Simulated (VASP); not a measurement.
# MnHg (Pm-3m) in VASP: notebook

Runs on MnHg. Level: PBE. Tasks: single point.

Program: VASP 6.6.1. These are calculated values, not measurements. Logs are shortened: lines on timing, memory, paths and dates and some standing lists are left out, and cuts for length are marked.

## Step 1: The cell of the first run

The structure is cubic, space group Pm-3m (No. 221). The conventional cell has a = 3.315 Å, b = 3.315 Å, c = 3.315 Å, α = 90.00°, β = 90.00°, γ = 90.00°. Mn (site symmetry m-3m) has 8 Hg at 2.87 Å and 6 Mn at 3.31 to 3.32 Å within 3.8 Å. Within 3.8 Å of Hg (site symmetry m-3m) lie 8 Mn at 2.87 Å and 6 Hg at 3.31 Å.

## Step 2: Single point, PBE, collinear spin, ferromagnetic start

Contents of INCAR:

```
SYSTEM = MnHg
  PREC = Accurate
  ENCUT = 520
  EDIFF = 1E-6
  ISMEAR = -1
  SIGMA = 0.1
  LREAL = .FALSE.
  LASPH = .TRUE.
  NELM = 150
  ALGO = Normal
  ISIF = 2
  LWAVE = .FALSE.
  LCHARG = .FALSE.
  ISPIN = 2
  MAGMOM = 3.11 0
  LORBIT = 11
  NUPDOWN = 3.11
  LMAXMIX = 4
  GGA = PE
  NBANDS = 24
```

Contents of KPOINTS:

```
Automatic mesh
0
G
  10 10 10
  0 0 0
```

Contents of POSCAR:

```
MnHg
1.0
    3.3150000000      0.0000000000      0.0000000000
    0.0000000000      3.3150000000      0.0000000000
    0.0000000000      0.0000000000      3.3150000000
Mn Hg
1 1
Direct
    0.5000000000      0.5000000000      0.5000000000
    0.0000000000      0.0000000000      0.0000000000
```

Potentials or basis: VASP PAW PBE potentials, release 64 (Mn_pv, Hg).

Launch:

```bash
$ cat potpaw_PBE.64/Mn_pv/POTCAR potpaw_PBE.64/Hg/POTCAR > POTCAR
$ mpirun -np 1 vasp_std > vasp.out
```

OUTCAR:

```text
SYSTEM = MnHg
   PREC = Accurate
   ENCUT = 520
   EDIFF = 1E-6
   ISMEAR = -1
   LREAL = .FALSE.
   LASPH = .TRUE.
   NELM = 150
   ISIF = 2
   ISPIN = 2
   LORBIT = 11
   NUPDOWN = 3.11
   GGA = PE

 ion  position               nearest neighbor table
   1  0.500  0.500  0.500-   2 2.87   2 2.87   2 2.87   2 2.87   2 2.87   2 2.87   2 2.87   2 2.87

   2  0.000  0.000  0.000-   1 2.87   1 2.87   1 2.87   1 2.87   1 2.87   1 2.87   1 2.87   1 2.87

  LATTYP: Found a simple cubic cell.
 ALAT       =     3.3150000000

  Lattice vectors:

 A1 = (   3.3150000000,   0.0000000000,   0.0000000000)
 A2 = (   0.0000000000,   3.3150000000,   0.0000000000)
 A3 = (   0.0000000000,   0.0000000000,   3.3150000000)

Analysis of symmetry for initial positions (statically):
=====================================================================
 Subroutine PRICEL returns:
 Original cell was already a primitive cell.

 Routine SETGRP: Setting up the symmetry group for a
 simple cubic supercell.

 Subroutine GETGRP returns: Found 48 space group operations
 (whereof 48 operations were pure point group operations)
 out of a pool of 48 trial point group operations.

The static configuration has the point symmetry O_h .

Analysis of symmetry for dynamics (positions and initial velocities):
=====================================================================
 Subroutine PRICEL returns:
 Original cell was already a primitive cell.

 Routine SETGRP: Setting up the symmetry group for a
 simple cubic supercell.

 Subroutine GETGRP returns: Found 48 space group operations
 (whereof 48 operations were pure point group operations)
 out of a pool of 48 trial point group operations.

The dynamic configuration has the point symmetry O_h .

Analysis of structural, dynamic, and magnetic symmetry:
=====================================================================
 Subroutine PRICEL returns:
 Original cell was already a primitive cell.

 Routine SETGRP: Setting up the symmetry group for a
 simple cubic supercell.

 Subroutine GETGRP returns: Found 48 space group operations
 (whereof 48 operations were pure point group operations)
 out of a pool of 48 trial point group operations.

The overall configuration has the point symmetry O_h .

 Subroutine INISYM returns: Found 48 space group operations
 (whereof 48 operations are pure point group operations),
 and found     1 'primitive' translations

----------------------------------------------------------------------------------------

                                     Primitive cell

  volume of cell :      36.4293

  direct lattice vectors                    reciprocal lattice vectors
     3.315000000  0.000000000  0.000000000     0.301659125  0.000000000  0.000000000
     0.000000000  3.315000000  0.000000000     0.000000000  0.301659125  0.000000000
     0.000000000  0.000000000  3.315000000     0.000000000  0.000000000  0.301659125

  length of vectors
     3.315000000  3.315000000  3.315000000     0.301659125  0.301659125  0.301659125

  position of ions in fractional coordinates (direct lattice)
     0.500000000  0.500000000  0.500000000
     0.000000000  0.000000000  0.000000000

  ion indices of the primitive-cell ions
   primitive index   ion index
                 1           1
                 2           2

----------------------------------------------------------------------------------------

 KPOINTS: Automatic mesh

Automatic generation of k-mesh.
 Grid dimensions read from file:
 generate k-points for:   10   10   10

 Generating k-lattice:

  Cartesian coordinates                     Fractional coordinates (reciprocal lattice)
     0.030165913  0.000000000  0.000000000     0.100000000  0.000000000  0.000000000
     0.000000000  0.030165913  0.000000000     0.000000000  0.100000000  0.000000000
     0.000000000  0.000000000  0.030165913     0.000000000  0.000000000  0.100000000

  Length of vectors
     0.030165913  0.030165913  0.030165913

  Shift w.r.t. Gamma in fractional coordinates (k-lattice)
     0.000000000  0.000000000  0.000000000

 Subroutine IBZKPT returns following result:
 ===========================================

 Found     56 irreducible k-points:

 Following reciprocal coordinates:
            Coordinates               Weight
  0.000000  0.000000  0.000000      1.000000
  0.100000  0.000000  0.000000      6.000000
  0.200000  0.000000  0.000000      6.000000
  0.300000  0.000000  0.000000      6.000000
  0.400000  0.000000  0.000000      6.000000
  0.500000  0.000000  0.000000      3.000000
[... 16 lines left out ...]
  0.200000  0.100000  0.100000     24.000000
  0.300000  0.100000  0.100000     24.000000
 [... further k-points ...]
   k-points           NKPTS =     56   k-points in BZ     NKDIM =     56   number of bands    NBANDS=     24
   number of dos      NEDOS =    301   number of ions     NIONS =      2
   total plane-waves  NPLWV =  21952
   dimension x,y,z NGX =    28 NGY =   28 NGZ =   28
   dimension x,y,z NGXF=    56 NGYF=   56 NGZF=   56
   ions per type =               1   1
   NGX,Y,Z   is equivalent  to a cutoff of  14.04, 14.04, 14.04 a.u.
   NGXF,Y,Z  is equivalent  to a cutoff of  28.08, 28.08, 28.08 a.u.
 SYSTEM =  MnHg
   PREC   = accura    normal or accurate (medium, high low for compatibility)
   ISTART =      0    job   : 0-new  1-cont  2-samecut
   ICHARG =      2    charge: 1-file 2-atom 10-const
   ISPIN  =      2    spin polarized calculation?
   LNONCOLLINEAR =      F non collinear calculations
   LSORBIT =      F    spin-orbit coupling
   LASPH  =      T    aspherical Exc in radial PAW
   ENCUT  =  520.0 eV  38.22 Ry    6.18 a.u.   6.16  6.16  6.16*2*pi/ulx,y,z
   NELM   =    150;   NELMIN=  2; NELMDL= -5     # of ELM steps
   EDIFF  = 0.1E-05   stopping-criterion for ELM
   LREAL  =      F    real-space projection
   EDIFFG = 0.1E-04   stopping-criterion for IOM
   NSW    =      0    number of steps for IOM
   IBRION =     -1    ionic relax: 0-MD 1-quasi-New 2-CG
   NFREE  =      0    steps in history (QN), initial steepest desc. (CG)
   ISIF   =      2    stress and relaxation
   ISYM   =      2    0-nonsym 1-usesym 2-fastsym
   POTIM  = 0.5000    time-step for ionic-motion
   TEBEG  =    0.0;   TEEND  =   0.0 temperature during run
   PSTRESS=    0.0 pullay stress
   NELECT =      25.0000    total number of electrons
   NUPDOWN=       3.1100    fix difference up-down
   EMIN   =  10.00;   EMAX   =-10.00  energy-range for DOS
   EFERMI =   0.00;   METHOD = LEGACY
   ISMEAR =    -1;   SIGMA  =   0.10  broadening in eV -4-tet -1-fermi 0-gaus
   EFERMI_NEDOS =   21; number of points for ismear=-14 and -15
   IALGO  =     38    algorithm
   IMIX   =      4    mixing-type and parameters
     AMIX     =   0.40;   BMIX     =  1.00
     AMIX_MAG =   1.60;   BMIX_MAG =  1.00
  volume/ion in A,a.u.               =      18.21       122.92
  Fermi-wavevector in a.u.,A,eV,Ry     =   1.444014  2.728790 28.370534  2.085175
  Thomas-Fermi vector in A             =   2.562356
   LORBIT       =     11    0 simple, 1 ext, 2 COOP (PROOUT), +10 PAW based schemes
   GGA     = PE    functional components
   LHFCALC =     F    Hartree Fock is set to
   AEXX    =    0.0000 exact exchange contribution
   IVDW    =     0    specifies the selected vdW correction
   LEPSILON=     F    determine dielectric tensor
   LRPA    =     F    only Hartree local field effects (RPA)
 spin polarized calculation
  energy-cutoff  :      520.00
  volume of cell :       36.43
 maximum number of plane-waves:       996
 NGX is ok and might be reduce to    28
   NGX = 13   NGY = 13   NGZ = 13

 number of electron      25.0000012 magnetization       3.1100003

 Free energy of the ion-electron system (eV)
  ---------------------------------------------------
  ext. energy  EPLUGINS =         0.00000000
  ---------------------------------------------------
  free energy    TOTEN  =        -8.33753287 eV

  energy without entropy =       -8.27612502  energy(sigma->0) =       -8.30682895

 E-fermi :   5.5768     XC(G=0): -11.6911

 val. band max:        5.5683573151   @ k =   0.5000   0.2000   0.1000
 cond. band min:       4.8223945400   @ k =   0.4000   0.2000   0.0000
 fundamental gap:     -0.7459627752
 Fermi energy:         4.7624125823

 spin component 1

 k-point     1 :       0.0000    0.0000    0.0000
  band No.  band energies     occupation
      1     -44.2139      1.00000
      2     -44.2139      1.00000
      3     -44.2139      1.00000
      4      -4.0503      1.00000
      5      -2.7960      1.00000
      6      -2.7960      1.00000
[... 16 lines left out ...]
     23      22.6667      0.00000
     24      26.4268      0.00000
[... 598 lines left out ...]
      2     -44.2147      1.00000
      3     -44.2147      1.00000
      4      -2.7917      1.00000
      5      -2.5221      1.00000
      6      -2.1243      1.00000
[... 16 lines left out ...]
     23      22.2792      0.00000
     24      23.0650      0.00000

 [... further k-points ...]

 spin component 2

 k-point     1 :       0.0000    0.0000    0.0000
  band No.  band energies     occupation
      1     -40.7470      1.00000
      2     -40.7470      1.00000
      3     -40.7470      1.00000
      4      -4.0291      1.00000
      5      -2.8517      1.00000
      6      -2.8517      1.00000
[... 16 lines left out ...]
     23      22.4870      0.00000
     24      27.1117      0.00000
[... 598 lines left out ...]
      2     -40.7479      1.00000
      3     -40.7479      1.00000
      4      -2.8299      1.00000
      5      -2.6021      1.00000
      6      -2.1235      1.00000
[... 16 lines left out ...]
     23      22.3657      0.00000
     24      23.4608      0.00000

 [... further k-points ...]

------------------------ aborting loop because EDIFF is reached ----------------------------------------

  FORCE on cell =-STRESS in cart. coord.  units (eV):
  Direction    XX          YY          ZZ          XY          YZ          ZX
  --------------------------------------------------------------------------------------
  -------------------------------------------------------------------------------------
  Total       -0.9936962     -0.9936962     -0.9936962     -0.0000000      0.0000000     -0.0000000
  in kB      -43.7032398    -43.7032398    -43.7032398     -0.0000000      0.0000000     -0.0000000
  external PRESSURE =     -43.7032398 kB  Pullay stress =       0.0000000 kB

 VOLUME and BASIS-vectors are now :
 -----------------------------------------------------------------------------
  energy-cutoff  :      520.00
  volume of cell :       36.43
      direct lattice vectors                 reciprocal lattice vectors
     3.315000000  0.000000000  0.000000000     0.301659125  0.000000000  0.000000000
     0.000000000  3.315000000  0.000000000     0.000000000  0.301659125  0.000000000
     0.000000000  0.000000000  3.315000000     0.000000000  0.000000000  0.301659125

 POSITION                                       TOTAL-FORCE (eV/Angst)
 -----------------------------------------------------------------------------------
      1.65750      1.65750      1.65750         0.000000      0.000000      0.000000
      0.00000      0.00000      0.00000         0.000000      0.000000      0.000000
 -----------------------------------------------------------------------------------
    total drift:                                0.000000      0.000000      0.000000

  FREE ENERGIE OF THE ION-ELECTRON SYSTEM (eV)
  ---------------------------------------------------
  free  energy   TOTEN  =        -8.3375328740 eV

  energy  without entropy=       -8.2761250237  energy(sigma->0) =       -8.30682895

 total charge

# of ion       s       p       d       tot
------------------------------------------
    1        0.231   6.156   5.049  11.436
    2        0.802   0.495   9.266  10.562
--------------------------------------------------
tot          1.033   6.651  14.314  21.998

 magnetization (x)

# of ion       s       p       d       tot
------------------------------------------
    1        0.008  -0.008   3.260   3.260
    2       -0.058  -0.093   0.024  -0.128
--------------------------------------------------
tot         -0.051  -0.101   3.284   3.132
```

Wall time 96 s (1 thread of Intel Xeon Platinum 8488C (Sapphire Rapids), shared host); peak memory 0.22 GiB.

What came out:

```yaml
Free_energy: -8.3375 eV
Pressure: -4.4 GPa
Net_moment: 3.11 μB per cell
Site_moments: Mn +3.26; Hg -0.13 μB
Valence_electrons_inside_the_program's_atomic_spheres: Mn 11.44; Hg 10.56
```

Caveat: the cell stands under tension; spin-orbit coupling is left out, which moves the levels of the heavy elements; the total moment is fixed, so each spin has its own Fermi level.

(Continued in part 2 of 2.)
